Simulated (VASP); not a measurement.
# Cd (P6_3/mmc) in VASP: further runs

The runs below take Cd through single point, relaxation of shape and atoms at fixed volume, with PBE+U, PBE, PBEsol.

All numbers are computed with VASP 6.6.1; they aren't measurements. Logs are shortened: lines on timing, memory, paths and dates and some standing lists are left out, and cuts for length are marked.

**1. The cell of the first run**

The structure is hexagonal, space group P6_3/mmc (No. 194). Conventional cell: a = 2.979 Å, b = 2.979 Å, c = 5.618 Å, α = 90.00°, β = 90.00°, γ = 120.00°. Within 3.9 Å of Cd (site symmetry -6m2) lie 12 Cd at 2.98 to 3.29 Å.

**2. Single point, PBE+U**

File INCAR:

```
SYSTEM = Cd
PREC = Accurate
ENCUT = 500
EDIFF = 1E-6
ISMEAR = 0
SIGMA = 0.1
LREAL = .False.
LASPH = .True.
NELM = 200
ALGO = Normal
ISIF = 2
LWAVE = .False.
LCHARG = .False.
LDAU = .True.
LDAUTYPE = 1
LDAUL = 2
LDAUU = 8
LDAUJ = 0.5
LDAUPRINT = 1
GGA = PE
NBANDS = 19
GGA_COMPAT = .False.
```

File KPOINTS:

```
regular mesh
0
Gamma
  6 6 3
  0 0 0
```

File POSCAR:

```
Cd
1.0
    2.9788725081      0.0000000000      0.0000000000
   -1.4894362540      2.5797792666      0.0000000000
    0.0000000000      0.0000000000      5.6176500000
Cd
2
Direct
    0.3333333333      0.6666666667      0.2500000000
    0.6666666667      0.3333333333      0.7500000000
```

Potentials or basis: VASP PAW PBE potentials, release 64 (Cd).

On the command line:

```sh
> cat potpaw_PBE.64/Cd/POTCAR > POTCAR
> mpirun -np 1 vasp_std > vasp.out
```

OUTCAR:

```text
SYSTEM = Cd
   PREC = Accurate
   ENCUT = 500
   EDIFF = 1E-6
   ISMEAR = 0
   LREAL = .False.
   LASPH = .True.
   NELM = 200
   ISIF = 2
   GGA = PE

 ion  position               nearest neighbor table
   1  0.333  0.667  0.250-   2 3.29   2 3.29   2 3.29   2 3.29   2 3.29   2 3.29
   2  0.667  0.333  0.750-   1 3.29   1 3.29   1 3.29   1 3.29   1 3.29   1 3.29

  LATTYP: Found a hexagonal cell.
 ALAT       =     2.9788725081
 C/A-ratio  =     1.8858309594

  Lattice vectors:

 A1 = (   2.9788725081,   0.0000000000,   0.0000000000)
 A2 = (  -1.4894362540,   2.5797792666,   0.0000000000)
 A3 = (   0.0000000000,   0.0000000000,   5.6176500000)

Analysis of symmetry for initial positions (statically):
=====================================================================
 Subroutine PRICEL returns:
 Original cell was already a primitive cell.

 Routine SETGRP: Setting up the symmetry group for a
 hexagonal supercell.

 Subroutine GETGRP returns: Found 24 space group operations
 (whereof 12 operations were pure point group operations)
 out of a pool of 24 trial point group operations.

The static configuration has the point symmetry D_3d.
 The point group associated with its full space group is D_6h.

Analysis of symmetry for dynamics (positions and initial velocities):
=====================================================================
 Subroutine PRICEL returns:
 Original cell was already a primitive cell.

 Routine SETGRP: Setting up the symmetry group for a
 hexagonal supercell.

 Subroutine GETGRP returns: Found 24 space group operations
 (whereof 12 operations were pure point group operations)
 out of a pool of 24 trial point group operations.

The dynamic configuration has the point symmetry D_3d.
 The point group associated with its full space group is D_6h.

 Subroutine INISYM returns: Found 24 space group operations
 (whereof 12 operations are pure point group operations),
 and found     1 'primitive' translations

----------------------------------------------------------------------------------------

                                     Primitive cell

  volume of cell :      43.1707

  direct lattice vectors                    reciprocal lattice vectors
     2.978872508  0.000000000  0.000000000     0.335697482  0.193815032  0.000000000
    -1.489436254  2.579779267  0.000000000     0.000000000  0.387630063  0.000000000
     0.000000000  0.000000000  5.617650000     0.000000000  0.000000000  0.178010378

  length of vectors
     2.978872508  2.978872508  5.617650000     0.387630063  0.387630063  0.178010378

  position of ions in fractional coordinates (direct lattice)
     0.333333333  0.666666667  0.250000000
     0.666666667  0.333333333  0.750000000

  ion indices of the primitive-cell ions
   primitive index   ion index
                 1           1
                 2           2

----------------------------------------------------------------------------------------

 KPOINTS: regular mesh

Automatic generation of k-mesh.
 Grid dimensions read from file:
 generate k-points for:    6    6    3

[... 76 lines left out ...]
   LORBIT       =      0    0 simple, 1 ext, 2 COOP (PROOUT), +10 PAW based schemes
 LDA+U is selected, type is set to LDAUTYPE =  1
   angular momentum for each species LDAUL =     2
   U (eV)           for each species LDAUU =   8.0
   J (eV)           for each species LDAUJ =   0.5
   GGA     = PE    functional components
   LHFCALC =     F    Hartree Fock is set to
   AEXX    =    0.0000 exact exchange contribution
   IVDW    =     0    specifies the selected vdW correction
   LEPSILON=     F    determine dielectric tensor
   LRPA    =     F    only Hartree local field effects (RPA)
 non-spin polarized calculation
 Gauss-broadening in eV      SIGMA  =   0.10
  energy-cutoff  :      500.00
  volume of cell :       43.17
 maximum number of plane-waves:      1113
 NGX is ok and might be reduce to    24
   NGX = 11   NGY = 11   NGZ = 21

atom =   1  type =  1  l = 2

 onsite density matrix

spin component  1

  0.9924  0.0000 -0.0000 -0.0000  0.0000
  0.0000  0.9926  0.0000  0.0000  0.0000
 -0.0000  0.0000  0.9943 -0.0000 -0.0000
 -0.0000  0.0000 -0.0000  0.9926 -0.0000
  0.0000  0.0000 -0.0000 -0.0000  0.9924

spin component  2

  0.9924  0.0000 -0.0000 -0.0000  0.0000
  0.0000  0.9926  0.0000  0.0000  0.0000
 -0.0000  0.0000  0.9943 -0.0000 -0.0000
 -0.0000  0.0000 -0.0000  0.9926 -0.0000
  0.0000  0.0000 -0.0000 -0.0000  0.9924

 occupancies and eigenvectors

  o =  0.9924  v =  0.9916  0.0000  0.0000  0.0000 -0.1292  0.0000  0.0000  0.0000  0.0000  0.0000      0.0000  0.0000  0.0000  0.0000  0.0000  0.0000  0.0000  0.0000  0.0000  0.0000
  o =  0.9924  v =  0.0000  0.0000  0.0000  0.0000  0.0000  0.9916  0.0000  0.0000  0.0000 -0.1292      0.0000  0.0000  0.0000  0.0000  0.0000  0.0000  0.0000  0.0000  0.0000  0.0000
  o =  0.9924  v =  0.1292 -0.0000  0.0000 -0.0000  0.9916  0.0000  0.0000  0.0000  0.0000  0.0000      0.0000  0.0000  0.0000  0.0000  0.0000  0.0000  0.0000  0.0000  0.0000  0.0000
  o =  0.9924  v =  0.0000  0.0000  0.0000  0.0000  0.0000  0.1292 -0.0000  0.0000 -0.0000  0.9916      0.0000  0.0000  0.0000  0.0000  0.0000  0.0000  0.0000  0.0000  0.0000  0.0000
  o =  0.9926  v =  0.0000  0.9232  0.0000 -0.3842  0.0000  0.0000  0.0000  0.0000  0.0000  0.0000      0.0000  0.0000  0.0000  0.0000  0.0000  0.0000  0.0000  0.0000  0.0000  0.0000
  o =  0.9926  v =  0.0000  0.0000  0.0000  0.0000  0.0000  0.0000  0.9232  0.0000 -0.3842  0.0000      0.0000  0.0000  0.0000  0.0000  0.0000  0.0000  0.0000  0.0000  0.0000  0.0000
  o =  0.9926  v = -0.0000  0.3842  0.0000  0.9232  0.0000  0.0000  0.0000  0.0000  0.0000  0.0000      0.0000  0.0000  0.0000  0.0000  0.0000  0.0000  0.0000  0.0000  0.0000  0.0000
  o =  0.9926  v =  0.0000  0.0000  0.0000  0.0000  0.0000 -0.0000  0.3842  0.0000  0.9232  0.0000      0.0000  0.0000  0.0000  0.0000  0.0000  0.0000  0.0000  0.0000  0.0000  0.0000
  o =  0.9943  v =  0.0000  0.0000  0.0000  0.0000  0.0000 -0.0000 -0.0000  1.0000 -0.0000 -0.0000      0.0000  0.0000  0.0000  0.0000  0.0000  0.0000  0.0000  0.0000  0.0000  0.0000
  o =  0.9943  v = -0.0000 -0.0000  1.0000 -0.0000 -0.0000  0.0000  0.0000  0.0000  0.0000  0.0000      0.0000  0.0000  0.0000  0.0000  0.0000  0.0000  0.0000  0.0000  0.0000  0.0000

atom =   2  type =  1  l = 2

 onsite density matrix

spin component  1

  0.9924  0.0000 -0.0000 -0.0000  0.0000
  0.0000  0.9926 -0.0000  0.0000 -0.0000
 -0.0000 -0.0000  0.9943 -0.0000 -0.0000
 -0.0000  0.0000 -0.0000  0.9926  0.0000
  0.0000 -0.0000 -0.0000  0.0000  0.9924

spin component  2

  0.9924  0.0000 -0.0000 -0.0000  0.0000
  0.0000  0.9926 -0.0000  0.0000 -0.0000
 -0.0000 -0.0000  0.9943 -0.0000 -0.0000
 -0.0000  0.0000 -0.0000  0.9926  0.0000
  0.0000 -0.0000 -0.0000  0.0000  0.9924

 occupancies and eigenvectors

  o =  0.9924  v =  0.9914 -0.0000  0.0000  0.0000 -0.1306  0.0000  0.0000  0.0000  0.0000  0.0000      0.0000  0.0000  0.0000  0.0000  0.0000  0.0000  0.0000  0.0000  0.0000  0.0000
  o =  0.9924  v =  0.0000  0.0000  0.0000  0.0000  0.0000  0.9914 -0.0000  0.0000  0.0000 -0.1306      0.0000  0.0000  0.0000  0.0000  0.0000  0.0000  0.0000  0.0000  0.0000  0.0000
  o =  0.9924  v =  0.1306  0.0000  0.0000 -0.0000  0.9914  0.0000  0.0000  0.0000  0.0000  0.0000      0.0000  0.0000  0.0000  0.0000  0.0000  0.0000  0.0000  0.0000  0.0000  0.0000
  o =  0.9924  v =  0.0000  0.0000  0.0000  0.0000  0.0000  0.1306  0.0000  0.0000 -0.0000  0.9914      0.0000  0.0000  0.0000  0.0000  0.0000  0.0000  0.0000  0.0000  0.0000  0.0000
  o =  0.9926  v = -0.0000 -0.9232  0.0000  0.3842  0.0000  0.0000  0.0000  0.0000  0.0000  0.0000      0.0000  0.0000  0.0000  0.0000  0.0000  0.0000  0.0000  0.0000  0.0000  0.0000
  o =  0.9926  v =  0.0000  0.0000  0.0000  0.0000  0.0000 -0.0000 -0.9232  0.0000  0.3842  0.0000      0.0000  0.0000  0.0000  0.0000  0.0000  0.0000  0.0000  0.0000  0.0000  0.0000
  o =  0.9926  v =  0.0000 -0.3842  0.0000 -0.9232  0.0000  0.0000  0.0000  0.0000  0.0000  0.0000      0.0000  0.0000  0.0000  0.0000  0.0000  0.0000  0.0000  0.0000  0.0000  0.0000
  o =  0.9926  v =  0.0000  0.0000  0.0000  0.0000  0.0000  0.0000 -0.3842  0.0000 -0.9232  0.0000      0.0000  0.0000  0.0000  0.0000  0.0000  0.0000  0.0000  0.0000  0.0000  0.0000
  o =  0.9943  v =  0.0000  0.0000  0.0000  0.0000  0.0000 -0.0000  0.0000  1.0000 -0.0000 -0.0000      0.0000  0.0000  0.0000  0.0000  0.0000  0.0000  0.0000  0.0000  0.0000  0.0000
  o =  0.9943  v = -0.0000  0.0000  1.0000 -0.0000 -0.0000  0.0000  0.0000  0.0000  0.0000  0.0000      0.0000  0.0000  0.0000  0.0000  0.0000  0.0000  0.0000  0.0000  0.0000  0.0000

 number of electron      23.9999993 magnetization

 Free energy of the ion-electron system (eV)
  ---------------------------------------------------
  ext. energy  EPLUGINS =         0.00000000
  ---------------------------------------------------
  free energy    TOTEN  =         0.68503737 eV

  energy without entropy =        0.69327113  energy(sigma->0) =        0.68915425

 E-fermi :   3.1317     XC(G=0): -10.9408

 val. band max:        3.0495232002   @ k =   0.3333   0.3333   0.0000
 cond. band min:       3.1359763508   @ k =   0.3333  -0.0000   0.0000
 fundamental gap:      0.0864531507
 Fermi energy:         3.1317377453

 k-point     1 :       0.0000    0.0000    0.0000
  band No.  band energies     occupation
      1     -10.1808      2.00000
      2     -10.1256      2.00000
      3      -9.8866      2.00000
      4      -9.8866      2.00000
      5      -9.8473      2.00000
      6      -9.8473      2.00000
[... 285 lines left out ...]
      6      -9.6104      2.00000
[... 11 lines left out ...]
     18      11.4834      0.00000
     19      12.0129      0.00000

------------------------ aborting loop because EDIFF is reached ----------------------------------------

  FORCE on cell =-STRESS in cart. coord.  units (eV):
  Direction    XX          YY          ZZ          XY          YZ          ZX
  --------------------------------------------------------------------------------------
  -------------------------------------------------------------------------------------
  Total        0.8557480      0.8557480      0.7964182      0.0000000     -0.0000000      0.0000000
  in kB       31.7590367     31.7590367     29.5571555      0.0000000     -0.0000000      0.0000000
  external PRESSURE =      31.0250763 kB  Pullay stress =       0.0000000 kB

 VOLUME and BASIS-vectors are now :
 -----------------------------------------------------------------------------
  energy-cutoff  :      500.00
  volume of cell :       43.17
      direct lattice vectors                 reciprocal lattice vectors
     2.978872508  0.000000000  0.000000000     0.335697482  0.193815032  0.000000000
    -1.489436254  2.579779267  0.000000000     0.000000000  0.387630063  0.000000000
     0.000000000  0.000000000  5.617650000     0.000000000  0.000000000  0.178010378

 POSITION                                       TOTAL-FORCE (eV/Angst)
 -----------------------------------------------------------------------------------
     -0.00000      1.71985      1.40441         0.000000     -0.000000      0.000000
      1.48944      0.85993      4.21324        -0.000000      0.000000      0.000000
 -----------------------------------------------------------------------------------
    total drift:                                0.000000     -0.000000      0.000000

  FREE ENERGIE OF THE ION-ELECTRON SYSTEM (eV)
  ---------------------------------------------------
  free  energy   TOTEN  =         0.6850373699 eV

  energy  without entropy=        0.6932711343  energy(sigma->0) =        0.68915425
```

It took 8.8 s on 1 thread of Intel Xeon Platinum 8259CL at 2.50GHz (Skylake/Cascade Lake), shared host; peak memory 0.15 GiB.

Results:

| Quantity | Value |
| --- | --- |
| Free energy | 0.6850 eV |
| Pressure | 3.1 GPa |
| Band gap on the k mesh | zero (band 12 reaches 3.41 eV, above the bottom of band 13 at -0.03 eV) |

Levels at points of the mesh, in eV from the Fermi level:
```tsv
k point	band 8	band 9	band 10	band 11	band 12	band 13	band 14	band 15	band 16	band 17
(0.00, 0.00, 0.00)	-12.53	-12.32	-12.32	-9.02	-3.62	-3.16	10.47	12.44	14.33	14.43
(0.50, 0.00, 0.00)	-12.31	-12.09	-12.07	-2.56	-2.31	1.77	2.67	2.78	4.22	8.30
```

Eigenvalues of the final occupation matrices:
```csv
site,spin,trace,eigenvalues
site 1 d,1,4.96,0.99 0.99 0.99 0.99 0.99
site 1 d,2,4.96,0.99 0.99 0.99 0.99 0.99
site 2 d,1,4.96,0.99 0.99 0.99 0.99 0.99
site 2 d,2,4.96,0.99 0.99 0.99 0.99 0.99
```

Caveat: the k points lie up to 0.41 Å⁻¹ apart; U without spin polarisation on a metal has little footing; the U is typed as a test and isn't derived for this compound.

(Part 1 of 2 ends here.)
